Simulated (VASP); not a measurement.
# Na2S (Fm-3m) in VASP: G0W0 quasiparticle levels with PBE

Aim: the G0W0 quasiparticle levels of Na2S with PBE.

Program: VASP 6.6.1. These are calculated values, not measurements. Logs are shortened: lines on timing, memory, paths and dates and some standing lists are left out, and cuts for length are marked.

## 1. The cell of the first run

Symmetry: Fm-3m, No. 225, cubic system. Conventional cell: a = 6.511 Å, b = 6.511 Å, c = 6.511 Å, α = 90.00°, β = 90.00°, γ = 90.00°. Na (site symmetry -43m) has 4 S at 2.82 Å and 6 Na at 3.26 Å within 3.7 Å. S (site symmetry m-3m) has 8 Na at 2.82 Å within 3.7 Å.

## 2. G0W0 quasiparticle levels, PBE

The input, POSCAR:

```
Na2S
1.0
    0.0000000000      3.2554286337      3.2554286337
    3.2554286337      0.0000000000      3.2554286337
    3.2554286337      3.2554286337      0.0000000000
Na S
2 1
Direct
    0.2500000000      0.2500000000      0.2500000000
    0.7500000000      0.7500000000      0.7500000000
    0.0000000000      0.0000000000      0.0000000000
```

The input, INCAR.step1:

```
SYSTEM = Na2S
PREC = Accurate
ENCUT = 500
EDIFF = 1E-8
ISMEAR = 0
SIGMA = 0.01
LREAL = .FALSE.
LASPH = .TRUE.
NELM = 60
ALGO = Normal
LWAVE = .TRUE.
LCHARG = .FALSE.
GGA = PE
```

The input, INCAR.step2:

```
SYSTEM = Na2S
PREC = Accurate
ENCUT = 500
EDIFF = 1E-8
ISMEAR = 0
SIGMA = 0.01
LREAL = .FALSE.
LASPH = .TRUE.
NELM = 1
ALGO = Exact
LWAVE = .TRUE.
LCHARG = .FALSE.
GGA = PE
NBANDS = 271
LOPTICS = .TRUE.
ISTART = 1
```

The input, INCAR.step3:

```
SYSTEM = Na2S
PREC = Accurate
ENCUT = 500
EDIFF = 1E-8
ISMEAR = 0
SIGMA = 0.01
LREAL = .FALSE.
LASPH = .TRUE.
ALGO = EVGW0
LWAVE = .FALSE.
LCHARG = .FALSE.
GGA = PE
NELMGW = 1
NBANDS = 271
ENCUTGW = 140.0
NOMEGA = 48
PRECFOCK = Fast
ISTART = 1
NBANDSGW = 20
```

The input, KPOINTS:

```
Automatic mesh
0
G
  4 4 4
  0 0 0
```

Potentials or basis: VASP PAW PBE potentials, release 64 (Na_sv_GW, S_GW).

Command:

```console
cat potpaw_PBE.64/Na_sv_GW/POTCAR potpaw_PBE.64/S_GW/POTCAR > POTCAR
cp INCAR.step1 INCAR
mpirun -np 1 vasp_std > vasp.out
cp INCAR.step2 INCAR
mpirun -np 1 vasp_std > vasp.out
cp INCAR.step3 INCAR
mpirun -np 1 vasp_std > vasp.out
```

OUTCAR:

```text
SYSTEM = Na2S
   PREC = Accurate
   ENCUT = 500
   EDIFF = 1E-8
   ISMEAR = 0
   LREAL = .FALSE.
   LASPH = .TRUE.
   GGA = PE
   NELMGW = 1
   ENCUTGW = 140.0
   PRECFOCK = Fast
   ISTART = 1

 ion  position               nearest neighbor table
   1  0.250  0.250  0.250-
   2  0.750  0.750  0.750-
   3  0.000  0.000  0.000-

  LATTYP: Found a face centered cubic cell.
 ALAT       =     6.5108572674

  Lattice vectors:

 A1 = (   0.0000000000,   3.2554286337,   3.2554286337)
 A2 = (   3.2554286337,   0.0000000000,   3.2554286337)
 A3 = (   3.2554286337,   3.2554286337,   0.0000000000)

Analysis of symmetry for initial positions (statically):
=====================================================================
 Subroutine PRICEL returns:
 Original cell was already a primitive cell.

 Routine SETGRP: Setting up the symmetry group for a
 face centered cubic supercell.

 Subroutine GETGRP returns: Found 48 space group operations
 (whereof 48 operations were pure point group operations)
 out of a pool of 48 trial point group operations.

The static configuration has the point symmetry O_h .

Analysis of symmetry for dynamics (positions and initial velocities):
=====================================================================
 Subroutine PRICEL returns:
 Original cell was already a primitive cell.

 Routine SETGRP: Setting up the symmetry group for a
 face centered cubic supercell.

 Subroutine GETGRP returns: Found 48 space group operations
 (whereof 48 operations were pure point group operations)
 out of a pool of 48 trial point group operations.

The dynamic configuration has the point symmetry O_h .

 Subroutine INISYM returns: Found 48 space group operations
 (whereof 48 operations are pure point group operations),
 and found     1 'primitive' translations

----------------------------------------------------------------------------------------

                                     Primitive cell

  volume of cell :      69.0009

  direct lattice vectors                    reciprocal lattice vectors
     0.000000000  3.255428634  3.255428634    -0.153589606  0.153589606  0.153589606
     3.255428634  0.000000000  3.255428634     0.153589606 -0.153589606  0.153589606
     3.255428634  3.255428634  0.000000000     0.153589606  0.153589606 -0.153589606

  length of vectors
     4.603871325  4.603871325  4.603871325     0.266025000  0.266025000  0.266025000

  position of ions in fractional coordinates (direct lattice)
     0.250000000  0.250000000  0.250000000
     0.750000000  0.750000000  0.750000000
     0.000000000  0.000000000  0.000000000

  ion indices of the primitive-cell ions
   primitive index   ion index
                 1           1
                 2           2
                 3           3

----------------------------------------------------------------------------------------

 KPOINTS: Automatic mesh

Automatic generation of k-mesh.
 Grid dimensions read from file:
 generate k-points for:    4    4    4

 Generating k-lattice:

  Cartesian coordinates                     Fractional coordinates (reciprocal lattice)
    -0.038397401  0.038397401  0.038397401     0.250000000  0.000000000  0.000000000
     0.038397401 -0.038397401  0.038397401     0.000000000  0.250000000  0.000000000
     0.038397401  0.038397401 -0.038397401     0.000000000  0.000000000  0.250000000

  Length of vectors
     0.066506250  0.066506250  0.066506250

  Shift w.r.t. Gamma in fractional coordinates (k-lattice)
     0.000000000  0.000000000  0.000000000

 Subroutine IBZKPT returns following result:
 ===========================================

 Found      8 irreducible k-points:

 Following reciprocal coordinates:
            Coordinates               Weight
  0.000000  0.000000  0.000000      1.000000
  0.250000  0.000000  0.000000      8.000000
  0.500000  0.000000  0.000000      4.000000
  0.250000  0.250000  0.000000      6.000000
  0.500000  0.250000  0.000000     24.000000
 -0.250000  0.250000  0.000000     12.000000
  0.500000  0.500000  0.000000      3.000000
 -0.250000  0.500000  0.250000      6.000000
   k-points           NKPTS =      8   k-points in BZ     NKDIM =     64   number of bands    NBANDS=    271
   number of dos      NEDOS =    301   number of ions     NIONS =      3
   total plane-waves  NPLWV =  46656
   dimension x,y,z NGX =    36 NGY =   36 NGZ =   36
   dimension x,y,z NGXF=    72 NGYF=   72 NGZF=   72
   ions per type =               2   1
   NGX,Y,Z   is equivalent  to a cutoff of  13.00, 13.00, 13.00 a.u.
   NGXF,Y,Z  is equivalent  to a cutoff of  26.00, 26.00, 26.00 a.u.
 SYSTEM =  Na2S
   PREC   = accura    normal or accurate (medium, high low for compatibility)
   ISTART =      1    job   : 0-new  1-cont  2-samecut
   ICHARG =      0    charge: 1-file 2-atom 10-const
   ISPIN  =      1    spin polarized calculation?
   LNONCOLLINEAR =      F non collinear calculations
   LSORBIT =      F    spin-orbit coupling
   LASPH  =      T    aspherical Exc in radial PAW
   ENCUT  =  500.0 eV  36.75 Ry    6.06 a.u.   8.39  8.39  8.39*2*pi/ulx,y,z
   NELM   =     60;   NELMIN=  2; NELMDL=  0     # of ELM steps
   EDIFF  = 0.1E-07   stopping-criterion for ELM
   LREAL  =      F    real-space projection
   EDIFFG = 0.1E-06   stopping-criterion for IOM
   NSW    =      0    number of steps for IOM
   IBRION =     -1    ionic relax: 0-MD 1-quasi-New 2-CG
   NFREE  =      0    steps in history (QN), initial steepest desc. (CG)
   ISIF   =      0    stress and relaxation
   ISYM   =      3    0-nonsym 1-usesym 2-fastsym
   POTIM  = 0.5000    time-step for ionic-motion
   TEBEG  =    0.0;   TEEND  =   0.0 temperature during run
   PSTRESS=    0.0 pullay stress
   NELECT =      24.0000    total number of electrons
   NUPDOWN=      -1.0000    fix difference up-down
   EMIN   =  10.00;   EMAX   =-10.00  energy-range for DOS
   EFERMI =   0.00;   METHOD = LEGACY
   ISMEAR =     0;   SIGMA  =   0.01  broadening in eV -4-tet -1-fermi 0-gaus
   EFERMI_NEDOS =   21; number of points for ismear=-14 and -15
   IALGO  =     38    algorithm
   IMIX   =      4    mixing-type and parameters
     AMIX     =   0.40;   BMIX     =  1.00
     AMIX_MAG =   1.60;   BMIX_MAG =  1.00
  volume/ion in A,a.u.               =      23.00       155.21
  Fermi-wavevector in a.u.,A,eV,Ry     =   1.151314  2.175668 18.034844  1.325524
  Thomas-Fermi vector in A             =   2.287972
   LORBIT       =      0    0 simple, 1 ext, 2 COOP (PROOUT), +10 PAW based schemes
   GGA     = PE    functional components
   LHFCALC =     T    Hartree Fock is set to
   PRECFOCK=fast      Normal, Fast or Accurate (Low or Medium for compatibility)
   ENCUT4O =  -1.0   cutoff for four orbital integrals eV
   NKREDX  =     1    reduce k-point grid by
   NKREDY  =     1    reduce k-point grid by
   NKREDZ  =     1    reduce k-point grid by
   AEXX    =    1.0000 exact exchange contribution
   HFSCREEN=    0.0000 screening length (either q_TF or 0.3 A-1)
   HFSCREENC=   0.0000 screening length for correlation (either q_TF or 0.3 A-1)
   ENCUTFOCK=  -1.0 apply spherical cutoff to Coloumb kernel
   IVDW    =     0    specifies the selected vdW correction
   LEPSILON=     F    determine dielectric tensor
   LRPA    =     F    only Hartree local field effects (RPA)
   LRPAFORCE           =     F    calculate RPA forces
   ENCUTGW             = 140.0    cutoff for response function in eV
   ENCUTGWSOFT         = 112.0    soft cutoff for Coulomb kernel in GW response function in eV
   ENCUTLF             =  -1.0    cutoff for local field effects
   NELMGW              =     1    number of iterations in solving QP/BSE equation
   NELMHF              =     1    number of iterations in the inner HF iteration
   NKREDLFX            =     1    NKREDLFY  =   1   NKREDLFZ  =   1
 non-spin polarized calculation
 Gauss-broadening in eV      SIGMA  =   0.01
  energy-cutoff  :      500.00
  volume of cell :       69.00
 maximum number of plane-waves:      1807
 NGX is ok and might be reduce to    36
  NGX = 18; NGY = 18; NGZ = 18
   NGX = 17   NGY = 17   NGZ = 17
 maximum number of plane-waves:       268
 NGX is ok and might be reduce to    18

 QP shifts <psi_nk| G(iteration)W_0 |psi_nk>: iteration 1
 for sc-GW calculations column KS-energies equals QP-energies in previous step
 and V_xc(KS)=  KS-energies - (<T + V_ion + V_H > + <T+V_H+V_ion>^1  + <V_x>^1)

 k-point   1 :       0.0000    0.0000    0.0000
  band No.  KS-energies  QP-energies   sigma(KS)   V_xc(KS)     V^pw_x(r,r')   Z            occupation Imag(sigma)

      1     -50.0457     -58.4392     -40.7990     -29.2664     -49.1304       0.7278       2.0000       0.6384
      2     -50.0334     -58.5958     -40.8243     -29.2898     -49.1567       0.7423       2.0000       0.6355
      3     -22.0173     -27.0617     -34.9350     -28.2250     -41.2284       0.7518       2.0000       0.3924
      4     -22.0173     -27.0617     -34.9350     -28.2250     -41.2284       0.7518       2.0000       0.3924
      5     -22.0173     -27.0617     -34.9350     -28.2250     -41.2284       0.7518       2.0000       0.3924
      6     -21.9610     -27.0599     -35.0765     -28.3562     -41.3772       0.7587       2.0000       0.3899
[... 12 lines left out ...]
     19      11.5042      11.9640      -5.6889      -6.2544      -1.7417       0.8131       0.0000      -0.6633
     20      11.5042      11.9640      -5.6889      -6.2544      -1.7417       0.8131       0.0000      -0.6633

 k-point   2 :       0.2500    0.0000    0.0000
  band No.  KS-energies  QP-energies   sigma(KS)   V_xc(KS)     V^pw_x(r,r')   Z            occupation Imag(sigma)

      1     -50.0438     -58.4591     -40.8026     -29.2701     -49.1340       0.7297       2.0000       0.6377
      2     -50.0351     -58.5920     -40.8204     -29.2865     -49.1527       0.7419       2.0000       0.6358
      3     -22.0118     -27.0670     -34.9482     -28.2326     -41.2419       0.7528       2.0000       0.3940
      4     -22.0094     -27.0699     -34.9536     -28.2423     -41.2480       0.7540       2.0000       0.3922
      5     -22.0094     -27.0699     -34.9536     -28.2423     -41.2480       0.7540       2.0000       0.3922
      6     -21.9724     -27.0486     -35.0433     -28.3206     -41.3427       0.7551       2.0000       0.3972
[... 12 lines left out ...]
     19      10.6034      11.1944      -5.9993      -6.7270      -2.1038       0.8122       0.0000      -0.5496
     20      13.8596      14.5026      -6.1984      -6.9826      -1.9535       0.8201       0.0000      -0.8069

 k-point   3 :       0.5000    0.0000    0.0000
  band No.  KS-energies  QP-energies   sigma(KS)   V_xc(KS)     V^pw_x(r,r')   Z            occupation Imag(sigma)

      1     -50.0394     -58.5116     -40.8110     -29.2784     -49.1428       0.7346       2.0000       0.6366
      2     -50.0394     -58.5116     -40.8110     -29.2784     -49.1428       0.7346       2.0000       0.6366
      3     -21.9980     -27.0665     -34.9709     -28.2516     -41.2668       0.7543       2.0000       0.4075
      4     -21.9905     -27.0582     -34.9994     -28.2842     -41.2960       0.7547       2.0000       0.3916
      5     -21.9905     -27.0582     -34.9994     -28.2842     -41.2960       0.7547       2.0000       0.3916
      6     -21.9905     -27.0582     -34.9994     -28.2842     -41.2960       0.7547       2.0000       0.3916
[... 12 lines left out ...]
     19      11.6046      12.6312      -7.9536      -9.2491      -3.8818       0.7924       0.0000      -0.4816
     20      12.1891      12.8919      -7.0509      -7.9370      -2.7579       0.7932       0.0000      -0.6590
[... 73 lines left out ...]
 k-point   7 :       0.5000    0.5000    0.0000
  band No.  KS-energies  QP-energies   sigma(KS)   V_xc(KS)     V^pw_x(r,r')   Z            occupation Imag(sigma)

      1     -50.0413     -58.4736     -40.8061     -29.2747     -49.1376       0.7313       2.0000       0.6370
      2     -50.0372     -58.5740     -40.8141     -29.2825     -49.1463       0.7403       2.0000       0.6361
      3     -22.0442     -27.0638     -34.8448     -28.1316     -41.1325       0.7477       2.0000       0.4160
      4     -22.0286     -27.0588     -34.9017     -28.1885     -41.1922       0.7493       2.0000       0.3946
      5     -22.0286     -27.0588     -34.9017     -28.1885     -41.1922       0.7493       2.0000       0.3946
      6     -21.9528     -27.0656     -35.0958     -28.3767     -41.3988       0.7609       2.0000       0.3892
[... 12 lines left out ...]
     19      12.1834      13.2566      -7.9446      -9.2921      -3.8252       0.7965       0.0000      -0.5325
     20      12.3979      13.6114      -8.8799     -10.4218      -4.5829       0.7870       0.0000      -0.5277

 k-point   8 :      -0.2500    0.5000    0.2500
  band No.  KS-energies  QP-energies   sigma(KS)   V_xc(KS)     V^pw_x(r,r')   Z            occupation Imag(sigma)

      1     -50.0393     -58.5258     -40.8105     -29.2786     -49.1424       0.7359       2.0000       0.6366
      2     -50.0393     -58.5258     -40.8105     -29.2786     -49.1424       0.7359       2.0000       0.6366
      3     -22.0393     -27.0615     -34.8607     -28.1481     -41.1502       0.7482       2.0000       0.4147
      4     -22.0338     -27.0519     -34.8855     -28.1719     -41.1742       0.7474       2.0000       0.3958
      5     -21.9910     -27.0552     -34.9980     -28.2818     -41.2946       0.7540       2.0000       0.3919
      6     -21.9910     -27.0552     -34.9980     -28.2818     -41.2946       0.7540       2.0000       0.3919
[... 12 lines left out ...]
     19      12.2153      13.2323      -7.7146      -8.9843      -3.5497       0.8010       0.0000      -0.5711
     20      12.4024      13.6112      -8.8820     -10.4180      -4.5766       0.7870       0.0000      -0.5337
```

Wall time 5.4 min (1 thread of Intel Xeon 6975P-C (Granite Rapids), shared host); peak memory 0.96 GiB.

What came out:

| Quantity | Value |
| --- | --- |
| Band gap on the k mesh, mean-field level | 2.54 eV, direct |
| Quasiparticle gap | 4.37 eV |
| Least direct quasiparticle gap | 4.37 eV |

Caveat: bands, screening cutoff and mesh are small and nothing is extrapolated, so the quasiparticle values aren't converged.
